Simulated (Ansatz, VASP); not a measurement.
Given: the input of a run of VASP 6.6.1 on Pb.

POSCAR

```
Pb
1.0
    0.0000000000      3.3925213842      3.3925213842
    3.3925213842      0.0000000000      3.3925213842
    3.3925213842      3.3925213842      0.0000000000
Pb
2
Direct
    0.2500000000      0.2500000000      0.2500000000
    0.0000000000      0.0000000000      0.0000000000
```

File INCAR.step1:

```
PREC     = Accurate       # precision mode
ENCUT    = 520            # plane-wave cutoff, eV
EDIFF    = 1E-5           # SCF threshold, eV
ISMEAR   = -1             # smearing method
SIGMA    = 0.05           # smearing width, eV
LREAL    = F              # projectors in reciprocal space
LASPH    = T              # aspherical terms in the spheres
NELM     = 60             # most SCF steps
ALGO     = Normal         # electronic algorithm
ISIF     = 2              # what is computed and relaxed
LWAVE    = T              # write WAVECAR
LCHARG   = F              # write CHGCAR
NBANDS   = 21             # bands
GGA      = PE             # functional
```

INCAR.step2

```
PREC     = Accurate       # precision mode
ENCUT    = 520            # plane-wave cutoff, eV
EDIFF    = 1E-7           # SCF threshold, eV
ISMEAR   = -1             # smearing method
SIGMA    = 0.05           # smearing width, eV
LREAL    = F              # projectors in reciprocal space
LASPH    = T              # aspherical terms in the spheres
NELM     = 60             # most SCF steps
ALGO     = Normal         # electronic algorithm
ISIF     = 2              # what is computed and relaxed
LWAVE    = F              # write WAVECAR
LCHARG   = F              # write CHGCAR
GGA      = PE             # functional
LHFCALC  = T              # exact exchange
HFSCREEN = 0.2079         # screening, 1/A
PRECFOCK = Normal       
NBANDS   = 21             # bands
ISTART   = 1
```

Contents of KPOINTS:

```
regular mesh
0
Gamma
  4 4 4
```

Potentials or basis: VASP PAW PBE potentials, release 64 (Pb_d).

Launch:

```sh
$ cat potpaw_PBE.64/Pb_d/POTCAR > POTCAR
$ cp INCAR.step1 INCAR
$ mpirun -np 1 vasp_std > vasp.out
$ cp INCAR.step2 INCAR
$ mpirun -np 1 vasp_std > vasp.out
```

Q: Translate it to Ansatz 0.2.0. Potentials there: Ansatz PAW.

A: As run (the cutoff follows the program's own potentials):

input

```
crystal:
  lattice:
    - [0.0, 3.3925213842, 3.3925213842]
    - [3.3925213842, 0.0, 3.3925213842]
    - [3.3925213842, 3.3925213842, 0.0]
  atoms:
    - { symbol: Pb, position: [0.25, 0.25, 0.25] }
    - { symbol: Pb, position: [0.0, 0.0, 0.0] }
hamiltonian:
  xc: hse06
  pseudopotentials: { kind: paw }
kpoints:
  mp_grid: { grid: [4, 4, 4] }
scf:
  occupations: { method: fermi_dirac, width: 0.05 }
output:
  forces: true
  stress: true
  eigenvalues: true
```

Both were run:

|  | VASP | Ansatz | Ansatz less VASP |
| --- | --- | --- | --- |
| gap on the k mesh at the Fermi level (eV) | none | none | - |
| pressure (GPa) | 3.1 | 3.1 | +0.02 |

A gap of «none» marks a metal or a gap that the smearing closes.

The k mesh is coarse, so the values compare programs but aren't converged. Spin-orbit coupling is off throughout.
